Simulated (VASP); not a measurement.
# Ge (Fd-3m) in VASP: further runs, part 2 of 2

VASP 6.6.1.

**3. Single point, r2SCAN**

Input file POSCAR:

```
Ge
1.0
    0.0000000000      2.8300005411      2.8300005411
    2.8300005411      0.0000000000      2.8300005411
    2.8300005411      2.8300005411      0.0000000000
Ge
2
Direct
    0.5000000000      0.5000000000      0.5000000000
    0.7500000000      0.7500000000      0.7500000000
```

Input file INCAR.step1:

```
ALGO = Normal ; EDIFF = 1E-4
ENCUT = 520 ; GGA = PE
ISMEAR = 0 ; LASPH = T
LCHARG = F ; LREAL = F
LWAVE = T ; NBANDS = 21
NELM = 60 ; PREC = Accurate
SIGMA = 0.05
```

Input file INCAR.step2:

```
ALGO = Normal ; EDIFF = 1E-6
ENCUT = 520 ; ISIF = 2
ISMEAR = 0 ; ISTART = 1
LASPH = T ; LCHARG = T
LELF = T ; LMIXTAU = T
LREAL = F ; LVHAR = T
LWAVE = F ; METAGGA = R2SCAN
NBANDS = 21 ; NELM = 60
PREC = Accurate ; SIGMA = 0.05
```

Input file KPOINTS:

```
k-points
0
Gamma
  10 10 10
```

Potentials or basis: VASP PAW PBE potentials, release 64 (Ge_d).

On the command line:

```
$ cat potpaw_PBE.64/Ge_d/POTCAR > POTCAR
$ cp INCAR.step1 INCAR
$ mpirun -np 1 vasp_std > vasp.out
$ cp INCAR.step2 INCAR
$ mpirun -np 1 vasp_std > vasp.out
```

OUTCAR:

```text
EDIFF = 1E-6
   ENCUT = 520
   ISIF = 2
   ISMEAR = 0
   ISTART = 1
   LASPH = T
   LREAL = F
   METAGGA = R2SCAN
   NELM = 60
   PREC = Accurate

 ion  position               nearest neighbor table
   1  0.500  0.500  0.500-   2 2.45   2 2.45   2 2.45   2 2.45
   2  0.750  0.750  0.750-   1 2.45   1 2.45   1 2.45   1 2.45

  LATTYP: Found a face centered cubic cell.
 ALAT       =     5.6600010822

  Lattice vectors:

 A1 = (   0.0000000000,   2.8300005411,   2.8300005411)
 A2 = (   2.8300005411,   0.0000000000,   2.8300005411)
 A3 = (   2.8300005411,   2.8300005411,   0.0000000000)

Analysis of symmetry for initial positions (statically):
=====================================================================
 Subroutine PRICEL returns:
 Original cell was already a primitive cell.

 Routine SETGRP: Setting up the symmetry group for a
 face centered cubic supercell.

 Subroutine GETGRP returns: Found 48 space group operations
 (whereof 24 operations were pure point group operations)
 out of a pool of 48 trial point group operations.

The static configuration has the point symmetry T_d .
 The point group associated with its full space group is O_h .

Analysis of symmetry for dynamics (positions and initial velocities):
=====================================================================
 Subroutine PRICEL returns:
 Original cell was already a primitive cell.

 Routine SETGRP: Setting up the symmetry group for a
 face centered cubic supercell.

 Subroutine GETGRP returns: Found 48 space group operations
 (whereof 24 operations were pure point group operations)
 out of a pool of 48 trial point group operations.

The dynamic configuration has the point symmetry T_d .
 The point group associated with its full space group is O_h .

 Subroutine INISYM returns: Found 48 space group operations
 (whereof 24 operations are pure point group operations),
 and found     1 'primitive' translations

----------------------------------------------------------------------------------------

                                     Primitive cell

  volume of cell :      45.3304

  direct lattice vectors                    reciprocal lattice vectors
     0.000000000  2.830000541  2.830000541    -0.176678411  0.176678411  0.176678411
     2.830000541  0.000000000  2.830000541     0.176678411 -0.176678411  0.176678411
     2.830000541  2.830000541  0.000000000     0.176678411  0.176678411 -0.176678411

  length of vectors
     4.002225147  4.002225147  4.002225147     0.306015985  0.306015985  0.306015985

  position of ions in fractional coordinates (direct lattice)
     0.500000000  0.500000000  0.500000000
     0.750000000  0.750000000  0.750000000

  ion indices of the primitive-cell ions
   primitive index   ion index
                 1           1
                 2           2

----------------------------------------------------------------------------------------

 KPOINTS: k-points

Automatic generation of k-mesh.
 Grid dimensions read from file:
 generate k-points for:   10   10   10

 Generating k-lattice:

  Cartesian coordinates                     Fractional coordinates (reciprocal lattice)
    -0.017667841  0.017667841  0.017667841     0.100000000  0.000000000  0.000000000
     0.017667841 -0.017667841  0.017667841     0.000000000  0.100000000  0.000000000
     0.017667841  0.017667841 -0.017667841     0.000000000  0.000000000  0.100000000

  Length of vectors
     0.030601599  0.030601599  0.030601599

  Shift w.r.t. Gamma in fractional coordinates (k-lattice)
     0.000000000  0.000000000  0.000000000

 Subroutine IBZKPT returns following result:
 ===========================================

 Found     47 irreducible k-points:

 Following reciprocal coordinates:
            Coordinates               Weight
  0.000000  0.000000  0.000000      1.000000
  0.100000  0.000000  0.000000      8.000000
  0.200000  0.000000  0.000000      8.000000
  0.300000  0.000000  0.000000      8.000000
  0.400000  0.000000  0.000000      8.000000
  0.500000  0.000000  0.000000      4.000000
[... 16 lines left out ...]
  0.300000  0.300000  0.000000      6.000000
  0.400000  0.300000  0.000000     24.000000
 [... further k-points ...]
   k-points           NKPTS =     47   k-points in BZ     NKDIM =     47   number of bands    NBANDS=     21
   number of dos      NEDOS =    301   number of ions     NIONS =      2
   total plane-waves  NPLWV =  27000
   dimension x,y,z NGX =    30 NGY =   30 NGZ =   30
   dimension x,y,z NGXF=    60 NGYF=   60 NGZF=   60
   ions per type =               2
   NGX,Y,Z   is equivalent  to a cutoff of  12.46, 12.46, 12.46 a.u.
   NGXF,Y,Z  is equivalent  to a cutoff of  24.92, 24.92, 24.92 a.u.
 SYSTEM =  unknown system
   PREC   = accura    normal or accurate (medium, high low for compatibility)
   ISTART =      1    job   : 0-new  1-cont  2-samecut
   ICHARG =      0    charge: 1-file 2-atom 10-const
   ISPIN  =      1    spin polarized calculation?
   LNONCOLLINEAR =      F non collinear calculations
   LSORBIT =      F    spin-orbit coupling
   LASPH  =      T    aspherical Exc in radial PAW
   ENCUT  =  520.0 eV  38.22 Ry    6.18 a.u.   7.44  7.44  7.44*2*pi/ulx,y,z
   NELM   =     60;   NELMIN=  2; NELMDL=  0     # of ELM steps
   EDIFF  = 0.1E-05   stopping-criterion for ELM
   LREAL  =      F    real-space projection
   EDIFFG = 0.1E-04   stopping-criterion for IOM
   NSW    =      0    number of steps for IOM
   IBRION =     -1    ionic relax: 0-MD 1-quasi-New 2-CG
   NFREE  =      0    steps in history (QN), initial steepest desc. (CG)
   ISIF   =      2    stress and relaxation
   ISYM   =      2    0-nonsym 1-usesym 2-fastsym
   POTIM  = 0.5000    time-step for ionic-motion
   TEBEG  =    0.0;   TEEND  =   0.0 temperature during run
   PSTRESS=    0.0 pullay stress
   NELECT =      28.0000    total number of electrons
   NUPDOWN=      -1.0000    fix difference up-down
   EMIN   =  10.00;   EMAX   =-10.00  energy-range for DOS
   EFERMI =   0.00;   METHOD = LEGACY
   ISMEAR =     0;   SIGMA  =   0.05  broadening in eV -4-tet -1-fermi 0-gaus
   EFERMI_NEDOS =   21; number of points for ismear=-14 and -15
   IALGO  =     38    algorithm
   IMIX   =      4    mixing-type and parameters
     AMIX     =   0.40;   BMIX     =  1.00
     AMIX_MAG =   1.60;   BMIX_MAG =  1.00
  volume/ion in A,a.u.               =      22.67       152.95
  Fermi-wavevector in a.u.,A,eV,Ry     =   1.394219  2.634692 26.447638  1.943847
  Thomas-Fermi vector in A             =   2.517789
   LORBIT       =      0    0 simple, 1 ext, 2 COOP (PROOUT), +10 PAW based schemes
   METAGGA = R2SCAN    functional components
   LHFCALC =     F    Hartree Fock is set to
   AEXX    =    0.0000 exact exchange contribution
   IVDW    =     0    specifies the selected vdW correction
   LEPSILON=     F    determine dielectric tensor
   LRPA    =     F    only Hartree local field effects (RPA)
 non-spin polarized calculation
 Gauss-broadening in eV      SIGMA  =   0.05
  energy-cutoff  :      520.00
  volume of cell :       45.33
 maximum number of plane-waves:      1243
 NGX is ok and might be reduce to    30
   NGX = 15   NGY = 15   NGZ = 15

 number of electron      28.0000021 magnetization

 Free energy of the ion-electron system (eV)
  ---------------------------------------------------
  ext. energy  EPLUGINS =         0.00000000
  ---------------------------------------------------
  free energy    TOTEN  =       -27.74173241 eV

  energy without entropy =      -27.74173241  energy(sigma->0) =      -27.74173241

 E-fermi :   4.9857     XC(G=0): -10.8132

 val. band max:        4.7899212767   @ k =   0.0000   0.0000   0.0000
 cond. band min:       5.1822905771   @ k =   0.0000   0.0000   0.0000
 fundamental gap:      0.3923693004
 Fermi energy:         4.9856901449

 k-point     1 :       0.0000    0.0000    0.0000
  band No.  band energies     occupation
      1     -20.7032      2.00000
      2     -20.7032      2.00000
      3     -20.7032      2.00000
      4     -20.6639      2.00000
      5     -20.6639      2.00000
      6     -20.4470      2.00000
[... 13 lines left out ...]
     20      14.7228      0.00000
     21      14.7229      0.00000

 k-point     2 :       0.1000    0.0000    0.0000
  band No.  band energies     occupation
      1     -20.7091      2.00000
      2     -20.7091      2.00000
      3     -20.7015      2.00000
      4     -20.6556      2.00000
      5     -20.6556      2.00000
      6     -20.4543      2.00000
[... 520 lines left out ...]
 k-point    24 :       0.4000    0.3000    0.0000
  band No.  band energies     occupation
      1     -20.7380      2.00000
      2     -20.7320      2.00000
      3     -20.6867      2.00000
      4     -20.5970      2.00000
      5     -20.5786      2.00000
      6     -20.5520      2.00000
[... 13 lines left out ...]
     20      17.1382      0.00000
     21      17.1418      0.00000

 [... further k-points ...]
[... 5 lines left out ...]
  --------------------------------------------------------------------------------------
  -------------------------------------------------------------------------------------
  Total        0.1729552      0.1729552      0.1729552      0.0000000      0.0000000     -0.0000000
  in kB        6.1130049      6.1130049      6.1130049      0.0000000      0.0000000     -0.0000000
  external PRESSURE =       6.1130049 kB  Pullay stress =       0.0000000 kB

 VOLUME and BASIS-vectors are now :
 -----------------------------------------------------------------------------
  energy-cutoff  :      520.00
  volume of cell :       45.33
      direct lattice vectors                 reciprocal lattice vectors
     0.000000000  2.830000541  2.830000541    -0.176678411  0.176678411  0.176678411
     2.830000541  0.000000000  2.830000541     0.176678411 -0.176678411  0.176678411
     2.830000541  2.830000541  0.000000000     0.176678411  0.176678411 -0.176678411

 POSITION                                       TOTAL-FORCE (eV/Angst)
 -----------------------------------------------------------------------------------
      2.83000      2.83000      2.83000        -0.000000     -0.000000     -0.000000
      4.24500      4.24500      4.24500         0.000000      0.000000      0.000000
 -----------------------------------------------------------------------------------
    total drift:                                0.000000     -0.000000     -0.000000

  FREE ENERGIE OF THE ION-ELECTRON SYSTEM (eV)
  ---------------------------------------------------
  free  energy   TOTEN  =       -27.7417324108 eV

  energy  without entropy=      -27.7417324108  energy(sigma->0) =      -27.74173241
```

It used 180 s of CPU time on 1 thread of AMD EPYC 7R13 Processor (Zen 3) (shared host).

What came out:

```
Free energy            : -27.7417 eV
Pressure               : 0.6 GPa
Band gap on the k mesh : 0.39 eV, direct
```

Levels at points of the mesh, in eV from the valence-band top:
```tsv
k point	band 11	band 12	band 13	band 14	band 15	band 16	band 17	band 18
(0.00, 0.00, 0.00)	-13.30	0.00	0.00	0.00	0.39	2.71	2.71	2.71
(0.50, 0.00, 0.00)	-11.10	-7.86	-1.48	-1.48	0.44	4.00	4.00	7.65
(0.50, 0.50, 0.00)	-9.21	-9.21	-3.22	-3.22	0.97	0.97	10.10	10.10
```

Caveat: the PAW data sets were made with another functional, which shifts forces and pressure a little. A k mesh can miss the band edges.
